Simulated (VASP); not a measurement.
# Si (Fd-3m) in VASP: further runs

The runs below take Si through single point, with PBE, PBE+D3(BJ).

All numbers are computed with VASP 6.6.1; they aren't measurements. Logs are shortened: lines on timing, memory, paths and dates and some standing lists are left out, and cuts for length are marked.

**1. The cell of the first run**

Symmetry: Fd-3m, No. 227, cubic system. The conventional cell has a = 5.444 Å, b = 5.444 Å, c = 5.444 Å, α = 90.00°, β = 90.00°, γ = 90.00°. Within 3.1 Å of Si (site symmetry -43m) lie 4 Si at 2.36 Å.

**2. Single point, PBE**

INCAR reads:

```
SYSTEM = Si
PREC     = Accurate       ! precision mode
ENCUT    = 520            ! plane-wave cutoff, eV
EDIFF    = 1E-7           ! SCF threshold, eV
ISMEAR   = 0              ! smearing method
SIGMA    = 0.01           ! smearing width, eV
LREAL    = .False.        ! projectors in reciprocal space
LASPH    = .True.         ! aspherical terms in the spheres
NELM     = 100            ! most SCF steps
ALGO     = Normal         ! electronic algorithm
ISIF     = 2              ! what is computed and relaxed
LWAVE    = .False.        ! write WAVECAR
LCHARG   = .False.        ! write CHGCAR
GGA      = PE             ! functional
NBANDS   = 11             ! bands
```

KPOINTS reads:

```
Automatic mesh
0
Gamma
  2 2 2
  0 0 0
```

POSCAR reads:

```
Si
1.0
    0.0000000000      2.7221188962      2.7221188962
    2.7221188962      0.0000000000      2.7221188962
    2.7221188962      2.7221188962      0.0000000000
Si
2
Direct
    0.0000000000      0.0000000000      0.0000000000
    0.2500000000      0.2500000000      0.2500000000
```

Potentials or basis: VASP PAW PBE potentials, release 64 (Si).

Started as:

```bash
cat potpaw_PBE.64/Si/POTCAR > POTCAR
mpirun -np 1 vasp_std > vasp.out
```

OUTCAR:

```text
SYSTEM = Si
   PREC = Accurate
   ENCUT = 520
   EDIFF = 1E-7
   ISMEAR = 0
   LREAL = .False.
   LASPH = .True.
   NELM = 100
   ISIF = 2
   GGA = PE

 ion  position               nearest neighbor table
   1  0.000  0.000  0.000-   2 2.36   2 2.36   2 2.36   2 2.36
   2  0.250  0.250  0.250-   1 2.36   1 2.36   1 2.36   1 2.36

  LATTYP: Found a face centered cubic cell.
 ALAT       =     5.4442377924

  Lattice vectors:

 A1 = (   0.0000000000,   2.7221188962,   2.7221188962)
 A2 = (   2.7221188962,   0.0000000000,   2.7221188962)
 A3 = (   2.7221188962,   2.7221188962,   0.0000000000)

Analysis of symmetry for initial positions (statically):
=====================================================================
 Subroutine PRICEL returns:
 Original cell was already a primitive cell.

 Routine SETGRP: Setting up the symmetry group for a
 face centered cubic supercell.

 Subroutine GETGRP returns: Found 48 space group operations
 (whereof 24 operations were pure point group operations)
 out of a pool of 48 trial point group operations.

The static configuration has the point symmetry T_d .
 The point group associated with its full space group is O_h .

Analysis of symmetry for dynamics (positions and initial velocities):
=====================================================================
 Subroutine PRICEL returns:
 Original cell was already a primitive cell.

 Routine SETGRP: Setting up the symmetry group for a
 face centered cubic supercell.

 Subroutine GETGRP returns: Found 48 space group operations
 (whereof 24 operations were pure point group operations)
 out of a pool of 48 trial point group operations.

The dynamic configuration has the point symmetry T_d .
 The point group associated with its full space group is O_h .

 Subroutine INISYM returns: Found 48 space group operations
 (whereof 24 operations are pure point group operations),
 and found     1 'primitive' translations

----------------------------------------------------------------------------------------

                                     Primitive cell

  volume of cell :      40.3414

  direct lattice vectors                    reciprocal lattice vectors
     0.000000000  2.722118896  2.722118896    -0.183680441  0.183680441  0.183680441
     2.722118896  0.000000000  2.722118896     0.183680441 -0.183680441  0.183680441
     2.722118896  2.722118896  0.000000000     0.183680441  0.183680441 -0.183680441

  length of vectors
     3.849657461  3.849657461  3.849657461     0.318143857  0.318143857  0.318143857

  position of ions in fractional coordinates (direct lattice)
     0.000000000  0.000000000  0.000000000
     0.250000000  0.250000000  0.250000000

  ion indices of the primitive-cell ions
   primitive index   ion index
                 1           1
                 2           2

----------------------------------------------------------------------------------------

 KPOINTS: Automatic mesh

Automatic generation of k-mesh.
 Grid dimensions read from file:
 generate k-points for:    2    2    2

 Generating k-lattice:

  Cartesian coordinates                     Fractional coordinates (reciprocal lattice)
    -0.091840221  0.091840221  0.091840221     0.500000000  0.000000000  0.000000000
     0.091840221 -0.091840221  0.091840221     0.000000000  0.500000000  0.000000000
     0.091840221  0.091840221 -0.091840221     0.000000000  0.000000000  0.500000000

  Length of vectors
     0.159071928  0.159071928  0.159071928

  Shift w.r.t. Gamma in fractional coordinates (k-lattice)
     0.000000000  0.000000000  0.000000000

 Subroutine IBZKPT returns following result:
 ===========================================

 Found      3 irreducible k-points:

 Following reciprocal coordinates:
            Coordinates               Weight
  0.000000  0.000000  0.000000      1.000000
  0.500000  0.000000  0.000000      4.000000
  0.500000  0.500000  0.000000      3.000000
   k-points           NKPTS =      3   k-points in BZ     NKDIM =      3   number of bands    NBANDS=     11
   number of dos      NEDOS =    301   number of ions     NIONS =      2
   total plane-waves  NPLWV =  27000
   dimension x,y,z NGX =    30 NGY =   30 NGZ =   30
   dimension x,y,z NGXF=    60 NGYF=   60 NGZF=   60
   ions per type =               2
   NGX,Y,Z   is equivalent  to a cutoff of  12.96, 12.96, 12.96 a.u.
   NGXF,Y,Z  is equivalent  to a cutoff of  25.91, 25.91, 25.91 a.u.
 SYSTEM =  Si
   PREC   = accura    normal or accurate (medium, high low for compatibility)
   ISTART =      0    job   : 0-new  1-cont  2-samecut
   ICHARG =      2    charge: 1-file 2-atom 10-const
   ISPIN  =      1    spin polarized calculation?
   LNONCOLLINEAR =      F non collinear calculations
   LSORBIT =      F    spin-orbit coupling
   LASPH  =      T    aspherical Exc in radial PAW
   ENCUT  =  520.0 eV  38.22 Ry    6.18 a.u.   7.16  7.16  7.16*2*pi/ulx,y,z
   NELM   =    100;   NELMIN=  2; NELMDL= -5     # of ELM steps
   EDIFF  = 0.1E-06   stopping-criterion for ELM
   LREAL  =      F    real-space projection
   EDIFFG = 0.1E-05   stopping-criterion for IOM
   NSW    =      0    number of steps for IOM
   IBRION =     -1    ionic relax: 0-MD 1-quasi-New 2-CG
   NFREE  =      0    steps in history (QN), initial steepest desc. (CG)
   ISIF   =      2    stress and relaxation
   ISYM   =      2    0-nonsym 1-usesym 2-fastsym
   POTIM  = 0.5000    time-step for ionic-motion
   TEBEG  =    0.0;   TEEND  =   0.0 temperature during run
   PSTRESS=    0.0 pullay stress
   NELECT =       8.0000    total number of electrons
   NUPDOWN=      -1.0000    fix difference up-down
   EMIN   =  10.00;   EMAX   =-10.00  energy-range for DOS
   EFERMI =   0.00;   METHOD = LEGACY
   ISMEAR =     0;   SIGMA  =   0.01  broadening in eV -4-tet -1-fermi 0-gaus
   EFERMI_NEDOS =   21; number of points for ismear=-14 and -15
   IALGO  =     38    algorithm
   IMIX   =      4    mixing-type and parameters
     AMIX     =   0.40;   BMIX     =  1.00
     AMIX_MAG =   1.60;   BMIX_MAG =  1.00
  volume/ion in A,a.u.               =      20.17       136.12
  Fermi-wavevector in a.u.,A,eV,Ry     =   0.954672  1.804069 12.400344  0.911400
  Thomas-Fermi vector in A             =   2.083440
   LORBIT       =      0    0 simple, 1 ext, 2 COOP (PROOUT), +10 PAW based schemes
   GGA     = PE    functional components
   LHFCALC =     F    Hartree Fock is set to
   AEXX    =    0.0000 exact exchange contribution
   IVDW    =     0    specifies the selected vdW correction
   LEPSILON=     F    determine dielectric tensor
   LRPA    =     F    only Hartree local field effects (RPA)
 non-spin polarized calculation
 Gauss-broadening in eV      SIGMA  =   0.01
  energy-cutoff  :      520.00
  volume of cell :       40.34
 maximum number of plane-waves:      1106
 NGX is ok and might be reduce to    30
   NGX = 15   NGY = 15   NGZ = 15

 number of electron       8.0000001 magnetization

 Free energy of the ion-electron system (eV)
  ---------------------------------------------------
  ext. energy  EPLUGINS =         0.00000000
  ---------------------------------------------------
  free energy    TOTEN  =        -8.30864519 eV

  energy without entropy =       -8.30864519  energy(sigma->0) =       -8.30864519

 E-fermi :   6.1723     XC(G=0):  -9.1874

 val. band max:        6.0541152805   @ k =   0.0000   0.0000   0.0000
 cond. band min:       6.6665701771   @ k =   0.5000   0.5000   0.0000
 fundamental gap:      0.6124548966
 Fermi energy:         6.1722887902

 k-point     1 :       0.0000    0.0000    0.0000
  band No.  band energies     occupation
      1      -5.9081      2.00000
      2       6.0541      2.00000
      3       6.0541      2.00000
      4       6.0541      2.00000
      5       8.4955      0.00000
      6       8.4955      0.00000
      7       8.4955      0.00000
      8       9.3663      0.00000
      9      13.6204      0.00000
     10      13.6204      0.00000
     11      13.9848      0.00000

 k-point     2 :       0.5000    0.0000    0.0000
  band No.  band energies     occupation
      1      -3.5756      2.00000
      2      -0.9448      2.00000
      3       4.8349      2.00000
      4       4.8349      2.00000
      5       7.5256      0.00000
      6       9.2595      0.00000
      7       9.2595      0.00000
      8      13.6892      0.00000
      9      16.4820      0.00000
     10      16.4820      0.00000
     11      17.2555      0.00000

 k-point     3 :       0.5000    0.5000    0.0000
  band No.  band energies     occupation
      1      -1.7687      2.00000
      2      -1.7687      2.00000
      3       3.1599      2.00000
      4       3.1599      2.00000
      5       6.6666      0.00000
      6       6.6666      0.00000
      7      16.0526      0.00000
      8      16.0526      0.00000
      9      16.9651      0.00000
     10      16.9651      0.00000
     11      18.4088      0.00000

------------------------ aborting loop because EDIFF is reached ----------------------------------------

  FORCE on cell =-STRESS in cart. coord.  units (eV):
  Direction    XX          YY          ZZ          XY          YZ          ZX
  --------------------------------------------------------------------------------------
  -------------------------------------------------------------------------------------
  Total        2.2576219      2.2576219      2.2576219     -0.0000000      0.0000000      0.0000000
  in kB       89.6624343     89.6624343     89.6624343     -0.0000000      0.0000000      0.0000000
  external PRESSURE =      89.6624343 kB  Pullay stress =       0.0000000 kB

 VOLUME and BASIS-vectors are now :
 -----------------------------------------------------------------------------
  energy-cutoff  :      520.00
  volume of cell :       40.34
      direct lattice vectors                 reciprocal lattice vectors
     0.000000000  2.722118896  2.722118896    -0.183680441  0.183680441  0.183680441
     2.722118896  0.000000000  2.722118896     0.183680441 -0.183680441  0.183680441
     2.722118896  2.722118896  0.000000000     0.183680441  0.183680441 -0.183680441

 POSITION                                       TOTAL-FORCE (eV/Angst)
 -----------------------------------------------------------------------------------
      0.00000      0.00000      0.00000         0.000000      0.000000      0.000000
      1.36106      1.36106      1.36106        -0.000000     -0.000000      0.000000
 -----------------------------------------------------------------------------------
    total drift:                               -0.000000     -0.000000     -0.000000

  FREE ENERGIE OF THE ION-ELECTRON SYSTEM (eV)
  ---------------------------------------------------
  free  energy   TOTEN  =        -8.3086451932 eV

  energy  without entropy=       -8.3086451932  energy(sigma->0) =       -8.30864519
```

Run time: 4.2 s. Hardware: 1 thread of Intel Xeon Platinum 8259CL at 2.50GHz (Skylake/Cascade Lake), shared host; peak memory 0.15 GiB.

What came out:

```
Free energy            : -8.3086 eV
Pressure               : 9.0 GPa
Band gap on the k mesh : 0.61 eV, indirect (least direct gap 2.44 eV)
```

Caveat: the k points lie up to 1.00 Å⁻¹ apart. As with any semilocal functional, this PBE gap is likely too small.

(Continued in part 2 of 3.)
